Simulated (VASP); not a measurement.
**Si: relaxation of cell and atoms with RPBE**

Si:

```
Si
1.0
     0.00000    2.71850    2.71850
     2.71850    0.00000    2.71850
     2.71850    2.71850    0.00000
Si
2
Direct
  0.50000 0.50000 0.50000
  0.75000 0.75000 0.75000
```

```yaml
Program: VASP 6.6.1
Task: relaxation of cell and atoms
Functional: RPBE
Potentials_or_basis: VASP PAW PBE potentials, release 64 (Si)
Cutoff: 600 eV
k_mesh: 8 × 8 × 8
Occupations: gaussian, width 0.02 eV
Spin: no spin polarisation
Dipole_correction: no
Further_INCAR_settings: ALGO = Normal; EDIFF = 1e-06; IBRION = 2; EDIFFG = -0.002; NSW = 100; ISIF = 3
```

| Item | Value |
| --- | --- |
| Relaxed volume | 20.77 Å³/atom |
| Relaxed cell | a = 3.887 Å, b = 3.887 Å, c = 3.887 Å, α = 60.00°, β = 60.00°, γ = 60.00° |
| Space group after relaxing (to 0.05 Å) | Fd-3m (No. 227) |
| Energy gained by relaxing | 6.3 meV/atom |
| Ionic steps | 3 |
| Pressure after relaxing | 0.0 GPa |
| Band gap on the k mesh | 0.73 eV, indirect (least direct gap 2.55 eV) |

Step by step:
```tsv
step	energy change (eV)	largest force (eV/Å)	pressure (GPa)	volume (Å³)
1	0.0000	0.0000	3.06	40.18
2	-0.0074	0.0000	-1.77	42.45
3	-0.0125	0.0000	0.01	41.54
```

Final structure:
```xyz
2
Lattice="0.0000 2.7488 2.7488 2.7488 0.0000 2.7488 2.7488 2.7488 0.0000" Properties=species:S:1:pos:R:3 pbc="T T T"
Si    2.7488    2.7488    2.7488
Si    4.1231    4.1231    4.1231
```

Levels at points of the mesh, in eV from the valence-band top:
```
           k point  band 2  band 3  band 4  band 5  band 6  band 7
(0.00, 0.00, 0.00)    0.00    0.00    0.00    2.55    2.55    2.55
(0.50, 0.00, 0.00)   -6.77   -1.16   -1.16    1.49    3.36    3.36
(0.50, 0.50, 0.00)   -7.68   -2.75   -2.75    0.84    0.84    9.85
```

It took 21 s on 1 thread of Intel(R) Xeon(R) Platinum 8259CL CPU @ 2.50GHz (Skylake/Cascade Lake), on a shared host, peak memory 0.17 GiB.

Caveat: the PAW data sets were made with another functional, which shifts forces and pressure a little. RPBE and its kin give volumes clearly too large for solids.
